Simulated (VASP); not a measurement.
# SnGeP6 (R3m) in VASP: a series of runs

Runs on SnGeP6. Level: PBE. Tasks: single point.

Program: VASP 6.6.1. These are calculated values, not measurements. Logs are shortened: lines on timing, memory, paths and dates and some standing lists are left out, and cuts for length are marked.

## (1) The cell of the first run

Symmetry: R3m, No. 160, trigonal system. Conventional cell: a = 7.289 Å, b = 7.289 Å, c = 10.459 Å, α = 90.00°, β = 90.00°, γ = 120.00°. Within 3.5 Å of Sn (site symmetry 3m) lie 6 P at 2.64 to 2.90 Å. Within 3.4 Å of Ge (site symmetry 3m) lie 6 P at 2.57 to 2.96 Å. P (site symmetry m) has 2 P at 2.24 Å and 2 Ge at 2.57 to 2.96 Å within 3.0 Å. P (site symmetry m) has 2 P at 2.24 Å and 2 Sn at 2.64 to 2.90 Å within 3.0 Å.

## (2) Single point, PBE

The input, INCAR:

```
SYSTEM = SnGeP6
  ALGO = Normal
  EDIFF = 1E-6
  ENCUT = 520
  GGA = PE
  ISIF = 2
  ISMEAR = 0
  LASPH = .True.
  LCHARG = .False.
  LREAL = .False.
  LWAVE = .False.
  NBANDS = 39
  NELM = 60
  PREC = Accurate
  SIGMA = 0.1
```

The input, KPOINTS:

```
k-points
0
Gamma
  6 6 6
  0 0 0
```

The input, POSCAR:

```
SnGeP6
1.0
    3.6447390504      2.1042910719      3.4863705711
   -3.6447390504      2.1042910719      3.4863705711
    0.0000000000     -4.2085821438      3.4863705711
Sn Ge P
1 1 6
Direct
    0.7538551127      0.7538551127      0.7538551127
    0.2368517860      0.2368517860      0.2368517860
    0.2866169006      0.2866169006      0.7619729839
    0.2414523784      0.6998169690      0.6998169690
    0.2866169006      0.7619729839      0.2866169006
    0.7619729839      0.2866169006      0.2866169006
    0.6998169690      0.6998169690      0.2414523784
    0.6998169690      0.2414523784      0.6998169690
```

Potentials or basis: VASP PAW PBE potentials, release 64 (Sn_d, Ge_d, P).

Started as:

```console
cat potpaw_PBE.64/Sn_d/POTCAR potpaw_PBE.64/Ge_d/POTCAR potpaw_PBE.64/P/POTCAR > POTCAR
mpirun -np 1 vasp_std > vasp.out
```

OUTCAR:

```text
SYSTEM = SnGeP6
   EDIFF = 1E-6
   ENCUT = 520
   GGA = PE
   ISIF = 2
   ISMEAR = 0
   LASPH = .True.
   LREAL = .False.
   NELM = 60
   PREC = Accurate

 ion  position               nearest neighbor table
   1  0.754  0.754  0.754-   4 2.64   8 2.64   7 2.64   8 2.90   4 2.90   7 2.90
   2  0.237  0.237  0.237-   5 2.57   6 2.57   3 2.57
   3  0.287  0.287  0.762-   4 2.24   8 2.24   2 2.57
   4  0.241  0.700  0.700-   3 2.24   5 2.24   1 2.64   1 2.90
   5  0.287  0.762  0.287-   7 2.24   4 2.24   2 2.57
   6  0.762  0.287  0.287-   7 2.24   8 2.24   2 2.57
   7  0.700  0.700  0.241-   5 2.24   6 2.24   1 2.64   1 2.90
   8  0.700  0.241  0.700-   3 2.24   6 2.24   1 2.64   1 2.90

  LATTYP: Found a trigonal (rhomboedric) cell.
 ALAT       =     5.4650657288
 COS(alpha) =     0.1104464519

  Lattice vectors:

 A1 = (   3.6447390504,   2.1042910719,   3.4863705711)
 A2 = (  -3.6447390504,   2.1042910719,   3.4863705711)
 A3 = (   0.0000000000,  -4.2085821438,   3.4863705711)

Analysis of symmetry for initial positions (statically):
=====================================================================
 Subroutine PRICEL returns:
 Original cell was already a primitive cell.

 Routine SETGRP: Setting up the symmetry group for a
 trigonal (rhombohedral) supercell.

 Subroutine GETGRP returns: Found  6 space group operations
 (whereof  6 operations were pure point group operations)
 out of a pool of 12 trial point group operations.

The static configuration has the point symmetry C_3v.

Analysis of symmetry for dynamics (positions and initial velocities):
=====================================================================
 Subroutine PRICEL returns:
 Original cell was already a primitive cell.

 Routine SETGRP: Setting up the symmetry group for a
 trigonal (rhombohedral) supercell.

 Subroutine GETGRP returns: Found  6 space group operations
 (whereof  6 operations were pure point group operations)
 out of a pool of 12 trial point group operations.

The dynamic configuration has the point symmetry C_3v.

 Subroutine INISYM returns: Found  6 space group operations
 (whereof  6 operations are pure point group operations),
 and found     1 'primitive' translations

----------------------------------------------------------------------------------------

                                     Primitive cell

  volume of cell :     160.4342

  direct lattice vectors                    reciprocal lattice vectors
     3.644739050  2.104291072  3.486370571     0.137184032  0.079203238  0.095610414
    -3.644739050  2.104291072  3.486370571    -0.137184032  0.079203238  0.095610414
     0.000000000 -4.208582144  3.486370571     0.000000000 -0.158406476  0.095610414

  length of vectors
     5.465065729  5.465065729  5.465065729     0.185024222  0.185024222  0.185024222

  position of ions in fractional coordinates (direct lattice)
     0.753855113  0.753855113  0.753855113
     0.236851786  0.236851786  0.236851786
     0.286616901  0.286616901  0.761972984
     0.241452378  0.699816969  0.699816969
     0.286616901  0.761972984  0.286616901
     0.761972984  0.286616901  0.286616901
     0.699816969  0.699816969  0.241452378
     0.699816969  0.241452378  0.699816969

  ion indices of the primitive-cell ions
   primitive index   ion index
                 1           1
                 2           2
                 3           3
                 4           4
                 5           5
                 6           6
                 7           7
                 8           8

----------------------------------------------------------------------------------------

 KPOINTS: k-points

Automatic generation of k-mesh.
 Grid dimensions read from file:
 generate k-points for:    6    6    6

 Generating k-lattice:

  Cartesian coordinates                     Fractional coordinates (reciprocal lattice)
     0.022864005  0.013200540  0.015935069     0.166666667  0.000000000  0.000000000
    -0.022864005  0.013200540  0.015935069     0.000000000  0.166666667  0.000000000
     0.000000000 -0.026401079  0.015935069     0.000000000  0.000000000  0.166666667

  Length of vectors
     0.030837370  0.030837370  0.030837370

  Shift w.r.t. Gamma in fractional coordinates (k-lattice)
     0.000000000  0.000000000  0.000000000

 Subroutine IBZKPT returns following result:
 ===========================================

 Found     32 irreducible k-points:

 Following reciprocal coordinates:
            Coordinates               Weight
  0.000000  0.000000  0.000000      1.000000
  0.166667  0.000000  0.000000      6.000000
  0.333333  0.000000  0.000000      6.000000
  0.500000  0.000000  0.000000      3.000000
  0.166667  0.166667  0.000000      6.000000
  0.333333  0.166667  0.000000     12.000000
[... 16 lines left out ...]
  0.500000  0.500000  0.166667      6.000000
 -0.333333  0.500000  0.166667     12.000000
 [... further k-points ...]
[... 41 lines left out ...]
  Thomas-Fermi vector in A             =   2.302748
   LORBIT       =      0    0 simple, 1 ext, 2 COOP (PROOUT), +10 PAW based schemes
   GGA     = PE    functional components
   LHFCALC =     F    Hartree Fock is set to
   AEXX    =    0.0000 exact exchange contribution
   IVDW    =     0    specifies the selected vdW correction
   LEPSILON=     F    determine dielectric tensor
   LRPA    =     F    only Hartree local field effects (RPA)
 non-spin polarized calculation
 Gauss-broadening in eV      SIGMA  =   0.10
  energy-cutoff  :      520.00
  volume of cell :      160.43
 maximum number of plane-waves:      4356
 NGX is ok and might be reduce to    42
   NGX = 21   NGY = 21   NGZ = 21

 number of electron      58.0000015 magnetization

 Free energy of the ion-electron system (eV)
  ---------------------------------------------------
  ext. energy  EPLUGINS =         0.00000000
  ---------------------------------------------------
  free energy    TOTEN  =       -40.67842991 eV

  energy without entropy =      -40.66553910  energy(sigma->0) =      -40.67198451

 E-fermi :   6.7975     XC(G=0): -10.0882

 val. band max:        6.7826781054   @ k =   0.3333   0.0000   0.0000
 cond. band min:       6.8047312493   @ k =   0.5000   0.3333   0.0000
 fundamental gap:      0.0220531439
 Fermi energy:         6.7974641894

 k-point     1 :       0.0000    0.0000    0.0000
  band No.  band energies     occupation
      1     -18.0142      2.00000
      2     -18.0142      2.00000
      3     -18.0050      2.00000
      4     -18.0015      2.00000
      5     -18.0015      2.00000
      6     -14.9956      2.00000
[... 31 lines left out ...]
     38      13.1244      0.00000
     39      13.1247      0.00000

 k-point     2 :       0.1667    0.0000    0.0000
  band No.  band energies     occupation
      1     -18.0142      2.00000
      2     -18.0140      2.00000
      3     -18.0050      2.00000
      4     -18.0015      2.00000
      5     -18.0015      2.00000
      6     -14.9956      2.00000
[... 31 lines left out ...]
     38      12.4427      0.00000
     39      12.6660      0.00000

 k-point     3 :       0.3333    0.0000    0.0000
  band No.  band energies     occupation
      1     -18.0142      2.00000
      2     -18.0137      2.00000
      3     -18.0050      2.00000
      4     -18.0016      2.00000
      5     -18.0015      2.00000
      6     -14.9955      2.00000
[... 31 lines left out ...]
     38      11.1365      0.00000
     39      12.1682      0.00000

 k-point     4 :       0.5000    0.0000    0.0000
  band No.  band energies     occupation
      1     -18.0142      2.00000
      2     -18.0136      2.00000
      3     -18.0050      2.00000
      4     -18.0016      2.00000
      5     -18.0015      2.00000
      6     -14.9954      2.00000
[... 31 lines left out ...]
     38      11.3423      0.00000
     39      12.0251      0.00000
[... 754 lines left out ...]
     38      11.1294      0.00000
     39      11.5304      0.00000

 k-point    23 :       0.5000    0.5000    0.1667
  band No.  band energies     occupation
      1     -18.0137      2.00000
      2     -18.0132      2.00000
      3     -18.0051      2.00000
      4     -18.0016      2.00000
      5     -18.0016      2.00000
      6     -14.9918      2.00000
[... 31 lines left out ...]
     38       9.9463      0.00000
     39      10.3987      0.00000

 k-point    24 :      -0.3333    0.5000    0.1667
  band No.  band energies     occupation
      1     -18.0137      2.00000
      2     -18.0133      2.00000
      3     -18.0051      2.00000
      4     -18.0016      2.00000
      5     -18.0016      2.00000
      6     -14.9922      2.00000
[... 31 lines left out ...]
     38      10.4976      0.00000
     39      10.6619      0.00000

 [... further k-points ...]
[... 5 lines left out ...]
  --------------------------------------------------------------------------------------
  -------------------------------------------------------------------------------------
  Total       -0.2267172     -0.2267172     -0.0652298      0.0000000      0.0000000      0.0000000
  in kB       -2.2641127     -2.2641127     -0.6514173      0.0000000      0.0000000      0.0000000
  external PRESSURE =      -1.7265476 kB  Pullay stress =       0.0000000 kB

 VOLUME and BASIS-vectors are now :
 -----------------------------------------------------------------------------
  energy-cutoff  :      520.00
  volume of cell :      160.43
      direct lattice vectors                 reciprocal lattice vectors
     3.644739050  2.104291072  3.486370571     0.137184032  0.079203238  0.095610414
    -3.644739050  2.104291072  3.486370571    -0.137184032  0.079203238  0.095610414
     0.000000000 -4.208582144  3.486370571     0.000000000 -0.158406476  0.095610414

 POSITION                                       TOTAL-FORCE (eV/Angst)
 -----------------------------------------------------------------------------------
      0.00000      0.00000      7.88465        -0.000000      0.000000      0.011636
      0.00000      0.00000      2.47726        -0.000000      0.000000     -0.005682
      0.00000     -2.00058      4.65503        -0.000000      0.030853      0.035477
     -1.67062     -0.96453      5.72144         0.018451      0.010653     -0.037462
     -1.73255      1.00029      4.65503         0.026720     -0.015427      0.035477
      1.73255      1.00029      4.65503        -0.026720     -0.015427      0.035477
      0.00000      1.92907      5.72144        -0.000000     -0.021305     -0.037462
      1.67062     -0.96453      5.72144        -0.018451      0.010653     -0.037462
 -----------------------------------------------------------------------------------
    total drift:                                0.000000     -0.000001      0.000149

  FREE ENERGIE OF THE ION-ELECTRON SYSTEM (eV)
  ---------------------------------------------------
  free  energy   TOTEN  =       -40.6784299115 eV

  energy  without entropy=      -40.6655391007  energy(sigma->0) =      -40.67198451
```

Wall time 2 min (1 thread of AMD EPYC 9R45 (Zen 5), shared host); peak memory 0.34 GiB.

Results:

```yaml
Free_energy: -40.6784 eV
Pressure: -0.2 GPa
Largest_force: 0.047 eV/Å
Band_gap_on_the_k_mesh: zero (bands 29 and 30 overlap by 1.96 eV)
```

Forces in eV/Å, atoms in the order of the input:
```
Sn   0.000  0.000  0.012
Ge   0.000  0.000 -0.006
P    0.000  0.031  0.035
P    0.018  0.011 -0.037
P    0.027 -0.015  0.035
P   -0.027 -0.015  0.035
P    0.000 -0.021 -0.037
P   -0.018  0.011 -0.037
```

Stress tensor (GPa, compression positive):
```
-0.23  0.00  0.00
 0.00 -0.23  0.00
 0.00  0.00 -0.07
```

Levels at points of the mesh, in eV from the Fermi level:
```tsv
k point	band 27	band 28	band 29	band 30	band 31	band 32
(0.00, 0.00, 0.00)	-3.04	-1.90	-1.60	-1.60	1.32	1.32
(0.50, 0.00, 0.00)	-1.90	-1.68	-0.93	0.63	1.75	1.97
(0.50, 0.50, 0.00)	-1.56	-1.29	0.03	0.54	1.28	1.60
(0.50, 0.50, 0.50)	-0.47	-0.47	0.26	0.63	0.63	0.73
```

Caveat: spin-orbit coupling is left out, which moves the levels of the heavy elements.

## (3) Single point, PBE

The input, INCAR:

```
PREC     = Accurate       # precision mode
ENCUT    = 520            # plane-wave cutoff, eV
EDIFF    = 1E-6           # SCF threshold, eV
ISMEAR   = 0              # smearing method
SIGMA    = 0.2            # smearing width, eV
LREAL    = False          # projectors in reciprocal space
LASPH    = True           # aspherical terms in the spheres
NELM     = 100            # most SCF steps
ALGO     = Normal         # electronic algorithm
ISIF     = 2              # what is computed and relaxed
LWAVE    = False          # write WAVECAR
LCHARG   = False          # write CHGCAR
GGA      = PE             # functional
NBANDS   = 39             # bands
```

The input, KPOINTS:

```
regular mesh
0
Gamma
  6 6 6
```

POSCAR is that of step 2.

Potentials or basis: VASP PAW PBE potentials, release 64 (Sn_d, Ge_d, P).

Started as:

```console
cat potpaw_PBE.64/Sn_d/POTCAR potpaw_PBE.64/Ge_d/POTCAR potpaw_PBE.64/P/POTCAR > POTCAR
mpirun -np 1 vasp_std > vasp.out
```

It took 2 min on 1 thread of AMD EPYC 9R45 (Zen 5), shared host; peak memory 0.33 GiB.

Results (log left out):

```
Free energy            : -40.6938 eV
Pressure               : -0.2 GPa
Largest force          : 0.051 eV/Å
Band gap on the k mesh : zero (bands 29 and 30 overlap by 1.96 eV)
```

Forces on the atoms (eV/Å):
```
Sn   0.000  0.000  0.007
Ge   0.000  0.000 -0.005
P    0.000  0.034  0.038
P    0.025  0.014 -0.038
P    0.030 -0.017  0.038
P   -0.030 -0.017  0.038
P    0.000 -0.028 -0.038
P   -0.025  0.014 -0.038
```

Stress tensor (GPa, compression positive):
```
-0.22  0.00  0.00
 0.00 -0.22  0.00
 0.00  0.00 -0.12
```

Levels at points of the mesh, in eV from the Fermi level:
```tsv
k point	band 27	band 28	band 29	band 30	band 31	band 32
(0.00, 0.00, 0.00)	-3.02	-1.87	-1.58	-1.58	1.35	1.35
(0.50, 0.00, 0.00)	-1.88	-1.65	-0.91	0.65	1.78	2.00
(0.50, 0.50, 0.00)	-1.53	-1.26	0.05	0.57	1.31	1.62
(0.50, 0.50, 0.50)	-0.44	-0.44	0.29	0.66	0.66	0.76
```

Caveat: spin-orbit coupling is left out, which moves the levels of the heavy elements.

## (4) Single point, PBE

The input, INCAR:

```
ALGO = Normal ; EDIFF = 1E-6
ENCUT = 520 ; GGA = PE
ISIF = 2 ; ISMEAR = 0
LASPH = True ; LCHARG = True
LELF = True ; LREAL = False
LVHAR = True ; LWAVE = False
NBANDS = 39 ; NELM = 80
PREC = Accurate ; SIGMA = 0.1
```

The input, KPOINTS:

```
k-points
0
Gamma
  6 6 6
```

The input, POSCAR:

```
SnGeP6
1.0
    3.6440242765      2.1038783970      3.4899742691
   -3.6440242765      2.1038783970      3.4899742691
    0.0000000000     -4.2077567940      3.4899742691
Sn Ge P
1 1 6
Direct
    0.7537213318      0.7537213318      0.7537213318
    0.2368541000      0.2368541000      0.2368541000
    0.2866745473      0.2866745473      0.7621418506
    0.2412389305      0.6998473464      0.6998473464
    0.2866745473      0.7621418506      0.2866745473
    0.7621418506      0.2866745473      0.2866745473
    0.6998473464      0.6998473464      0.2412389305
    0.6998473464      0.2412389305      0.6998473464
```

Started as:

```console
cat potpaw_PBE.64/Sn_d/POTCAR potpaw_PBE.64/Ge_d/POTCAR potpaw_PBE.64/P/POTCAR > POTCAR
mpirun -np 1 vasp_std > vasp.out
```

Run time: 2 min. Hardware: 1 thread of AMD EPYC 9R45 (Zen 5), shared host; peak memory 0.34 GiB.

Results (log left out):

- Free energy: -40.6785 eV
- Pressure: -0.2 GPa
- Largest force: 0.049 eV/Å
- Band gap on the k mesh: zero (bands 29 and 30 overlap by 1.96 eV)

Forces in eV/Å, atoms in the order of the input:
```
Sn   0.000  0.000  0.010
Ge   0.000  0.000 -0.006
P    0.000  0.033  0.036
P    0.022  0.013 -0.038
P    0.028 -0.016  0.036
P   -0.028 -0.016  0.036
P    0.000 -0.025 -0.038
P   -0.022  0.013 -0.038
```

Stress tensor (GPa, compression positive):
```
-0.24  0.00  0.00
 0.00 -0.24  0.00
 0.00  0.00 -0.09
```

Levels at points of the mesh, in eV from the Fermi level:
```tsv
k point	band 26	band 27	band 28	band 29	band 30	band 31	band 32	band 33
(0.00, 0.00, 0.00)	-3.29	-3.05	-1.90	-1.60	-1.60	1.32	1.32	1.53
(0.50, 0.00, 0.00)	-2.44	-1.90	-1.68	-0.93	0.62	1.75	1.97	2.22
(0.50, 0.50, 0.00)	-1.65	-1.56	-1.29	0.03	0.54	1.28	1.60	2.14
(0.50, 0.50, 0.50)	-1.09	-0.47	-0.47	0.26	0.63	0.63	0.73	0.73
```

Caveat: spin-orbit coupling is left out, which moves the levels of the heavy elements.

## (5) Single point, PBE (22.06 Å³/atom)

This run uses another cell than the first one, of 22.06 Å³/atom.

The input, INCAR:

```
PREC     = Accurate       # precision mode
ENCUT    = 520            # plane-wave cutoff, eV
EDIFF    = 1E-6           # SCF threshold, eV
ISMEAR   = 0              # smearing method
SIGMA    = 0.1            # smearing width, eV
LREAL    = F              # projectors in reciprocal space
LASPH    = T              # aspherical terms in the spheres
NELM     = 80             # most SCF steps
ALGO     = Normal         # electronic algorithm
ISIF     = 2              # what is computed and relaxed
LWAVE    = F              # write WAVECAR
LCHARG   = F              # write CHGCAR
GGA      = PE             # functional
NBANDS   = 39             # bands
```

The input, KPOINTS:

```
Automatic mesh
0
Gamma
  6 6 6
```

The input, POSCAR:

```
SnGeP6
1.0
    3.6703504079      2.1190777960      3.7816737192
   -3.6703504079      2.1190777960      3.7816737192
    0.0000000000     -4.2381555921      3.7816737192
Sn Ge P
1 1 6
Direct
    0.7494626667      0.7494626667      0.7494626667
    0.2343808811      0.2343808811      0.2343808811
    0.2935795736      0.2935795736      0.7686566724
    0.2335565947      0.6968920192      0.6968920192
    0.2935795736      0.7686566724      0.2935795736
    0.7686566724      0.2935795736      0.2935795736
    0.6968920192      0.6968920192      0.2335565947
    0.6968920192      0.2335565947      0.6968920192
```

Started as:

```console
cat potpaw_PBE.64/Sn_d/POTCAR potpaw_PBE.64/Ge_d/POTCAR potpaw_PBE.64/P/POTCAR > POTCAR
mpirun -np 1 vasp_std > vasp.out
```

It took 2 min on 1 thread of AMD EPYC 9R45 (Zen 5), shared host; peak memory 0.35 GiB.

It converged, with:

```
Free energy            : -40.5253 eV
Pressure               : -3.0 GPa
Largest force          : 0.045 eV/Å
Band gap on the k mesh : zero (bands 29 and 30 overlap by 1.77 eV)
```

Forces on the atoms (eV/Å):
```
Sn   0.000  0.000  0.008
Ge   0.000  0.000 -0.008
P    0.000  0.031  0.032
P    0.020  0.012 -0.032
P    0.027 -0.016  0.032
P   -0.027 -0.016  0.032
P    0.000 -0.023 -0.032
P   -0.020  0.012 -0.032
```

Stress tensor (GPa, compression positive):
```
-3.08  0.00  0.00
 0.00 -3.08  0.00
 0.00  0.00 -2.95
```

Levels at points of the mesh, in eV from the Fermi level:
```tsv
k point	band 27	band 28	band 29	band 30	band 31	band 32
(0.00, 0.00, 0.00)	-2.82	-1.75	-1.42	-1.42	1.39	1.39
(0.50, 0.00, 0.00)	-1.57	-1.56	-0.70	0.36	1.65	2.00
(0.50, 0.50, 0.00)	-1.47	-1.26	0.19	0.75	1.50	1.61
(0.50, 0.50, 0.50)	-0.52	-0.52	0.23	0.65	0.65	0.86
```

Caveat: the cell stands under tension; spin-orbit coupling is left out, which moves the levels of the heavy elements.

## (6) Summary

| cell | smearing | gap on the mesh (eV) | pressure (GPa) | largest force (eV/Å) |
| --- | --- | --- | --- | --- |
| a = 5.465 Å, angles 83.7°, 8 atoms, atomic positions A | gaussian 0.1 eV | none | -0.2 | 0.05 |
| a = 5.465 Å, angles 83.7°, 8 atoms, atomic positions A | gaussian 0.2 eV | none | -0.2 | 0.05 |
| a = 5.467 Å, angles 83.6°, 8 atoms, atomic positions B | gaussian 0.1 eV | none | -0.2 | 0.05 |
| a = 5.680 Å, angles 80.5°, 8 atoms, atomic positions C | gaussian 0.1 eV | none | -3.0 | 0.04 |

Alike in all rows: task single point; level PBE; potentials or basis VASP PAW PBE potentials, release 64 (Sn_d, Ge_d, P); no spin polarisation; k mesh 6 × 6 × 6; cutoff (eV) 520.

Caveats: spin-orbit coupling is left out, which moves the levels of the heavy elements; the cell stands under tension (at least some runs).

Absolute energies hang on the potentials; compare differences alone.

The gap in the log of VASP goes by the Fermi energy; the results here count the filled bands.